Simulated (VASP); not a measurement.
# Ta3As5 (P4/mmm) in VASP: notebook

The runs below take Ta3As5 through single point, relaxation of cell and atoms, with PBE.

Everything below comes from runs of VASP 6.6.1. Logs are shortened: lines on timing, memory, paths and dates and some standing lists are left out, and cuts for length are marked.

### Step 1. The cell of the first run

It takes space group P4/mmm (No. 123, tetragonal). Conventional cell: a = 3.693 Å, b = 3.693 Å, c = 12.942 Å, α = 90.00°, β = 90.00°, γ = 90.00°. Within 4.0 Å of Ta (site symmetry 4mm) lie 9 As at 3.07 to 3.24 Å and 5 Ta at 3.24 to 3.69 Å. Ta (site symmetry 4/mmm) has 10 As at 3.07 to 3.24 Å and 4 Ta at 3.69 Å within 4.0 Å. Within 4.0 Å of As (site symmetry 4mm) lie 5 Ta at 3.07 to 3.24 Å and 9 As at 3.07 to 3.69 Å. As (site symmetry 4/mmm) has 8 Ta at 3.07 Å and 6 As at 3.24 to 3.69 Å within 4.0 Å. Within 4.0 Å of As (site symmetry 4mm) lie 5 Ta at 3.07 to 3.24 Å and 9 As at 3.07 to 3.69 Å.

The cell was built from a structure type or drawn by symmetry, and may not be a known phase.

### Step 2. Single point, PBE

INCAR reads:

```
SYSTEM = Ta3As5
PREC = Accurate
ENCUT = 520
EDIFF = 1E-7
ISMEAR = 0
SIGMA = 0.1
LREAL = .FALSE.
LASPH = .TRUE.
NELM = 100
ALGO = Normal
ISIF = 2
LWAVE = .FALSE.
LCHARG = .FALSE.
GGA = PE
NBANDS = 39
```

KPOINTS reads:

```
regular mesh
0
G
  6 6 2
  0 0 0
```

POSCAR reads:

```
Ta3As5
1.0
    3.6927724800      0.0000000000      0.0000000000
    0.0000000000      3.6927724800      0.0000000000
    0.0000000000      0.0000000000     12.9422450100
Ta As
3 5
Direct
    0.5000000000      0.5000000000      0.1250000000
    0.5000000000      0.5000000000      0.8750000000
    0.0000000000      0.0000000000      0.5000000000
    0.0000000000      0.0000000000      0.2500000000
    0.0000000000      0.0000000000      0.7500000000
    0.0000000000      0.0000000000      0.0000000000
    0.5000000000      0.5000000000      0.3750000000
    0.5000000000      0.5000000000      0.6250000000
```

Potentials or basis: VASP PAW PBE potentials, release 64 (Ta_pv, As).

On the command line:

```
$ cat potpaw_PBE.64/Ta_pv/POTCAR potpaw_PBE.64/As/POTCAR > POTCAR
$ mpirun -np 1 vasp_std > vasp.out
```

OUTCAR:

```text
SYSTEM = Ta3As5
   PREC = Accurate
   ENCUT = 520
   EDIFF = 1E-7
   ISMEAR = 0
   LREAL = .FALSE.
   LASPH = .TRUE.
   NELM = 100
   ISIF = 2
   GGA = PE

 ion  position               nearest neighbor table
   1  0.500  0.500  0.125-   4 3.07   6 3.07   4 3.07   6 3.07   4 3.07   6 3.07   4 3.07   6 3.07
                             2 3.24   7 3.24
   2  0.500  0.500  0.875-   5 3.07   6 3.07   5 3.07   6 3.07   5 3.07   6 3.07   5 3.07   6 3.07
                             1 3.24   8 3.24
   3  0.000  0.000  0.500-   7 3.07   8 3.07   7 3.07   8 3.07   7 3.07   8 3.07   7 3.07   8 3.07
                             4 3.24   5 3.24
   4  0.000  0.000  0.250-   1 3.07   1 3.07   1 3.07   1 3.07   3 3.24
   5  0.000  0.000  0.750-   2 3.07   2 3.07   2 3.07   2 3.07   3 3.24
   6  0.000  0.000  0.000-   1 3.07   2 3.07   1 3.07   2 3.07   1 3.07   2 3.07   1 3.07   2 3.07

   7  0.500  0.500  0.375-   3 3.07   3 3.07   3 3.07   3 3.07   1 3.24
   8  0.500  0.500  0.625-   3 3.07   3 3.07   3 3.07   3 3.07   2 3.24

  LATTYP: Found a simple tetragonal cell.
 ALAT       =     3.6927724800
 C/A-ratio  =     3.5047501789

  Lattice vectors:

 A1 = (   3.6927724800,   0.0000000000,   0.0000000000)
 A2 = (   0.0000000000,   3.6927724800,   0.0000000000)
 A3 = (   0.0000000000,   0.0000000000,  12.9422450100)

Analysis of symmetry for initial positions (statically):
=====================================================================
 Subroutine PRICEL returns:
 Original cell was already a primitive cell.

 Routine SETGRP: Setting up the symmetry group for a
 simple tetragonal supercell.

 Subroutine GETGRP returns: Found 16 space group operations
 (whereof 16 operations were pure point group operations)
 out of a pool of 16 trial point group operations.

The static configuration has the point symmetry D_4h.

Analysis of symmetry for dynamics (positions and initial velocities):
=====================================================================
 Subroutine PRICEL returns:
 Original cell was already a primitive cell.

 Routine SETGRP: Setting up the symmetry group for a
 simple tetragonal supercell.

 Subroutine GETGRP returns: Found 16 space group operations
 (whereof 16 operations were pure point group operations)
 out of a pool of 16 trial point group operations.

The dynamic configuration has the point symmetry D_4h.

 Subroutine INISYM returns: Found 16 space group operations
 (whereof 16 operations are pure point group operations),
 and found     1 'primitive' translations

----------------------------------------------------------------------------------------

                                     Primitive cell

  volume of cell :     176.4878

  direct lattice vectors                    reciprocal lattice vectors
     3.692772480  0.000000000  0.000000000     0.270799245  0.000000000  0.000000000
     0.000000000  3.692772480  0.000000000     0.000000000  0.270799245  0.000000000
     0.000000000  0.000000000 12.942245010     0.000000000  0.000000000  0.077266347

  length of vectors
     3.692772480  3.692772480 12.942245010     0.270799245  0.270799245  0.077266347

  position of ions in fractional coordinates (direct lattice)
     0.500000000  0.500000000  0.125000000
     0.500000000  0.500000000  0.875000000
     0.000000000  0.000000000  0.500000000
     0.000000000  0.000000000  0.250000000
     0.000000000  0.000000000  0.750000000
     0.000000000  0.000000000  0.000000000
     0.500000000  0.500000000  0.375000000
     0.500000000  0.500000000  0.625000000

  ion indices of the primitive-cell ions
   primitive index   ion index
                 1           1
                 2           2
                 3           3
                 4           4
                 5           5
                 6           6
                 7           7
                 8           8

----------------------------------------------------------------------------------------

 KPOINTS: regular mesh

Automatic generation of k-mesh.
 Grid dimensions read from file:
 generate k-points for:    6    6    2

 Generating k-lattice:

  Cartesian coordinates                     Fractional coordinates (reciprocal lattice)
     0.045133208  0.000000000  0.000000000     0.166666667  0.000000000  0.000000000
     0.000000000  0.045133208  0.000000000     0.000000000  0.166666667  0.000000000
     0.000000000  0.000000000  0.038633174     0.000000000  0.000000000  0.500000000

  Length of vectors
     0.045133208  0.045133208  0.038633174

  Shift w.r.t. Gamma in fractional coordinates (k-lattice)
     0.000000000  0.000000000  0.000000000

 Subroutine IBZKPT returns following result:
 ===========================================

 Found     20 irreducible k-points:

 Following reciprocal coordinates:
            Coordinates               Weight
  0.000000  0.000000  0.000000      1.000000
  0.166667  0.000000  0.000000      4.000000
  0.333333  0.000000  0.000000      4.000000
  0.500000  0.000000  0.000000      2.000000
  0.166667  0.166667  0.000000      4.000000
  0.333333  0.166667  0.000000      8.000000
[... 12 lines left out ...]
  0.500000  0.333333  0.500000      4.000000
  0.500000  0.500000  0.500000      1.000000
   k-points           NKPTS =     20   k-points in BZ     NKDIM =     20   number of bands    NBANDS=     39
   number of dos      NEDOS =    301   number of ions     NIONS =      8
   total plane-waves  NPLWV =  75264
   dimension x,y,z NGX =    28 NGY =   28 NGZ =   96
   dimension x,y,z NGXF=    56 NGYF=   56 NGZF=  192
   ions per type =               3   5
   NGX,Y,Z   is equivalent  to a cutoff of  12.61, 12.61, 12.33 a.u.
   NGXF,Y,Z  is equivalent  to a cutoff of  25.21, 25.21, 24.66 a.u.
 SYSTEM =  Ta3As5
   PREC   = accura    normal or accurate (medium, high low for compatibility)
   ISTART =      0    job   : 0-new  1-cont  2-samecut
   ICHARG =      2    charge: 1-file 2-atom 10-const
   ISPIN  =      1    spin polarized calculation?
   LNONCOLLINEAR =      F non collinear calculations
   LSORBIT =      F    spin-orbit coupling
   LASPH  =      T    aspherical Exc in radial PAW
   ENCUT  =  520.0 eV  38.22 Ry    6.18 a.u.   6.87  6.87 24.06*2*pi/ulx,y,z
   NELM   =    100;   NELMIN=  2; NELMDL= -5     # of ELM steps
   EDIFF  = 0.1E-06   stopping-criterion for ELM
   LREAL  =      F    real-space projection
   EDIFFG = 0.1E-05   stopping-criterion for IOM
   NSW    =      0    number of steps for IOM
   IBRION =     -1    ionic relax: 0-MD 1-quasi-New 2-CG
   NFREE  =      0    steps in history (QN), initial steepest desc. (CG)
   ISIF   =      2    stress and relaxation
   ISYM   =      2    0-nonsym 1-usesym 2-fastsym
   POTIM  = 0.5000    time-step for ionic-motion
   TEBEG  =    0.0;   TEEND  =   0.0 temperature during run
   PSTRESS=    0.0 pullay stress
   NELECT =      58.0000    total number of electrons
   NUPDOWN=      -1.0000    fix difference up-down
   EMIN   =  10.00;   EMAX   =-10.00  energy-range for DOS
   EFERMI =   0.00;   METHOD = LEGACY
   ISMEAR =     0;   SIGMA  =   0.10  broadening in eV -4-tet -1-fermi 0-gaus
   EFERMI_NEDOS =   21; number of points for ismear=-14 and -15
   IALGO  =     38    algorithm
   IMIX   =      4    mixing-type and parameters
     AMIX     =   0.40;   BMIX     =  1.00
     AMIX_MAG =   1.60;   BMIX_MAG =  1.00
  volume/ion in A,a.u.               =      22.06       148.87
  Fermi-wavevector in a.u.,A,eV,Ry     =   1.129742  2.134903 17.365345  1.276317
  Thomas-Fermi vector in A             =   2.266436
   LORBIT       =      0    0 simple, 1 ext, 2 COOP (PROOUT), +10 PAW based schemes
   GGA     = PE    functional components
   LHFCALC =     F    Hartree Fock is set to
   AEXX    =    0.0000 exact exchange contribution
   IVDW    =     0    specifies the selected vdW correction
   LEPSILON=     F    determine dielectric tensor
   LRPA    =     F    only Hartree local field effects (RPA)
 non-spin polarized calculation
 Gauss-broadening in eV      SIGMA  =   0.10
  energy-cutoff  :      520.00
  volume of cell :      176.49
 maximum number of plane-waves:      4778
 NGX is ok and might be reduce to    28
   NGX = 13   NGY = 13   NGZ = 49

 number of electron      57.9999995 magnetization

 Free energy of the ion-electron system (eV)
  ---------------------------------------------------
  ext. energy  EPLUGINS =         0.00000000
  ---------------------------------------------------
  free energy    TOTEN  =       -56.54287262 eV

  energy without entropy =      -56.50768602  energy(sigma->0) =      -56.52527932

 E-fermi :   4.9323     XC(G=0): -10.6925

 val. band max:        4.9068663373   @ k =   0.1667   0.1667   0.0000
 cond. band min:       4.9383359147   @ k =   0.1667   0.0000   0.0000
 fundamental gap:      0.0314695774
 Fermi energy:         4.9322870246

 k-point     1 :       0.0000    0.0000    0.0000
  band No.  band energies     occupation
      1     -30.6056      2.00000
      2     -30.5435      2.00000
      3     -30.5435      2.00000
      4     -30.5243      2.00000
      5     -30.5243      2.00000
      6     -30.5147      2.00000
[... 31 lines left out ...]
     38       7.4099      0.00000
     39       7.4100      0.00000

 k-point     2 :       0.1667    0.0000    0.0000
  band No.  band energies     occupation
      1     -30.6042      2.00000
      2     -30.5570      2.00000
      3     -30.5424      2.00000
      4     -30.5382      2.00000
      5     -30.5269      2.00000
      6     -30.5231      2.00000
[... 745 lines left out ...]
     38       7.2693      0.00000
     39       7.3747      0.00000

 k-point    20 :       0.5000    0.5000    0.5000
  band No.  band energies     occupation
      1     -30.5950      2.00000
      2     -30.5908      2.00000
      3     -30.5908      2.00000
      4     -30.5729      2.00000
      5     -30.5729      2.00000
      6     -30.5606      2.00000
[... 31 lines left out ...]
     38       7.3999      0.00000
     39       7.4204      0.00000

------------------------ aborting loop because EDIFF is reached ----------------------------------------

  FORCE on cell =-STRESS in cart. coord.  units (eV):
  Direction    XX          YY          ZZ          XY          YZ          ZX
  --------------------------------------------------------------------------------------
  -------------------------------------------------------------------------------------
  Total      -23.4426009    -23.4426009    -28.1041805      0.0000000      0.0000000      0.0000000
  in kB     -212.8147174   -212.8147174   -255.1330902      0.0000000      0.0000000      0.0000000
  external PRESSURE =    -226.9208417 kB  Pullay stress =       0.0000000 kB

 VOLUME and BASIS-vectors are now :
 -----------------------------------------------------------------------------
  energy-cutoff  :      520.00
  volume of cell :      176.49
      direct lattice vectors                 reciprocal lattice vectors
     3.692772480  0.000000000  0.000000000     0.270799245  0.000000000  0.000000000
     0.000000000  3.692772480  0.000000000     0.000000000  0.270799245  0.000000000
     0.000000000  0.000000000 12.942245010     0.000000000  0.000000000  0.077266347

 POSITION                                       TOTAL-FORCE (eV/Angst)
 -----------------------------------------------------------------------------------
      1.84639      1.84639      1.61778        -0.000000     -0.000000      0.599642
      1.84639      1.84639     11.32446        -0.000000     -0.000000     -0.599642
      0.00000      0.00000      6.47112        -0.000000      0.000000      0.000000
      0.00000      0.00000      3.23556        -0.000000      0.000000     -1.267198
      0.00000      0.00000      9.70668        -0.000000      0.000000      1.267198
      0.00000      0.00000      0.00000        -0.000000      0.000000      0.000000
      1.84639      1.84639      4.85334         0.000000      0.000000      1.325151
      1.84639      1.84639      8.08890        -0.000000     -0.000000     -1.325151
 -----------------------------------------------------------------------------------
    total drift:                                0.000000      0.000000      0.000000

  FREE ENERGIE OF THE ION-ELECTRON SYSTEM (eV)
  ---------------------------------------------------
  free  energy   TOTEN  =       -56.5428726241 eV

  energy  without entropy=      -56.5076860199  energy(sigma->0) =      -56.52527932
```

Run time: 98 s. Hardware: 1 thread of AMD EPYC 9R45 (Zen 5), shared host; peak memory 0.29 GiB.

What came out:

```
Free energy            : -56.5429 eV
Pressure               : -22.7 GPa
Largest force          : 1.325 eV/Å
Band gap on the k mesh : zero (bands 29 and 30 overlap by 0.59 eV)
```

Forces in eV/Å, atoms in the order of the input:
```
Ta   0.000  0.000  0.600
Ta   0.000  0.000 -0.600
Ta   0.000  0.000  0.000
As   0.000  0.000 -1.267
As   0.000  0.000  1.267
As   0.000  0.000  0.000
As   0.000  0.000  1.325
As   0.000  0.000 -1.325
```

Stress tensor (GPa, compression positive):
```
-21.28   0.00   0.00
  0.00 -21.28   0.00
  0.00   0.00 -25.51
```

Levels at points of the mesh, in eV from the Fermi level:
| k point | band 27 | band 28 | band 29 | band 30 | band 31 | band 32 |
| --- | --- | --- | --- | --- | --- | --- |
| (0.00, 0.00, 0.00) | -1.11 | -0.82 | 0.04 | 0.04 | 0.35 | 0.74 |
| (0.50, 0.00, 0.00) | 0.12 | 0.39 | 0.41 | 0.48 | 0.53 | 0.62 |
| (0.50, 0.50, 0.00) | -1.90 | -1.35 | -0.93 | 0.57 | 0.94 | 1.41 |
| (0.00, 0.00, 0.50) | -1.27 | -1.21 | 0.21 | 0.21 | 0.70 | 0.71 |
| (0.50, 0.00, 0.50) | -0.04 | 0.03 | 0.22 | 0.43 | 0.98 | 1.03 |
| (0.50, 0.50, 0.50) | -1.90 | -1.90 | -0.89 | 0.45 | 1.44 | 1.44 |

Caveat: the cell stands under tension; spin-orbit coupling is left out, which moves the levels of the heavy elements; forces of over 1 eV/Å act on the atoms, so gaps and moduli don't describe the material at rest.

### Step 3. Single point, PBE

This run uses another cell than the first one, of 16.91 Å³/atom.

INCAR reads:

```
  PREC = Accurate
  ENCUT = 520
  EDIFF = 1E-6
  ISMEAR = 0
  SIGMA = 0.1
  LREAL = F
  LASPH = T
  NELM = 60
  ALGO = Normal
  ISIF = 2
  LWAVE = F
  LCHARG = F
  GGA = PE
  NBANDS = 39
```

KPOINTS reads:

```
Automatic mesh
0
Gamma
  6 6 2
```

POSCAR reads:

```
Ta3As5
1.0
    3.3915316483      0.0000000000      0.0000000000
    0.0000000000      3.3915316483      0.0000000000
    0.0000000000      0.0000000000     11.7608548410
Ta As
3 5
Direct
    0.5000000000      0.5000000000      0.1378797160
    0.5000000000      0.5000000000      0.8621202840
    0.0000000000      0.0000000000      0.5000000000
    0.0000000000      0.0000000000      0.2428462123
    0.0000000000      0.0000000000      0.7571537877
    0.0000000000      0.0000000000      0.0000000000
    0.5000000000      0.5000000000      0.3818203404
    0.5000000000      0.5000000000      0.6181796596
```

Potentials or basis: VASP PAW PBE potentials, release 64 (Ta_pv, As).

On the command line:

```
$ cat potpaw_PBE.64/Ta_pv/POTCAR potpaw_PBE.64/As/POTCAR > POTCAR
$ mpirun -np 1 vasp_std > vasp.out
```

Run time: 74 s. Hardware: 1 thread of AMD EPYC 9R45 (Zen 5), shared host; peak memory 0.26 GiB.

Results (log left out):

* Free energy: -60.7769 eV
* Pressure: 0.4 GPa
* Largest force: 0.027 eV/Å
* Band gap on the k mesh: zero (bands 29 and 30 overlap by 1.09 eV)

Forces on the atoms (eV/Å):
```
Ta   0.000  0.000 -0.011
Ta   0.000  0.000  0.011
Ta   0.000  0.000  0.000
As   0.000  0.000  0.020
As   0.000  0.000 -0.020
As   0.000  0.000  0.000
As   0.000  0.000 -0.027
As   0.000  0.000  0.027
```

Stress tensor (GPa, compression positive):
```
0.29 0.00 0.00
0.00 0.29 0.00
0.00 0.00 0.48
```

Levels at points of the mesh, in eV from the Fermi level:
```
           k point  band 26  band 27  band 28  band 29  band 30  band 31  band 32  band 33
(0.00, 0.00, 0.00)    -1.32    -0.90    -0.58    -0.29    -0.29     0.76     0.76     1.07
(0.50, 0.00, 0.00)    -2.16     0.24     0.39     0.55     1.04     1.31     1.35     1.62
(0.50, 0.50, 0.00)    -2.88    -2.88    -1.00    -0.90     1.14     1.14     1.51     1.92
(0.00, 0.00, 0.50)    -1.53    -1.23    -0.65     0.00     0.00     0.56     0.56     1.34
(0.50, 0.00, 0.50)    -1.88    -0.10     0.30     0.73     1.16     1.44     1.57     1.76
(0.50, 0.50, 0.50)    -2.90    -2.46    -2.30    -0.36     1.09     1.14     1.14     2.78
```

Caveat: spin-orbit coupling is left out, which moves the levels of the heavy elements.

(Continued in part 2 of 2.)
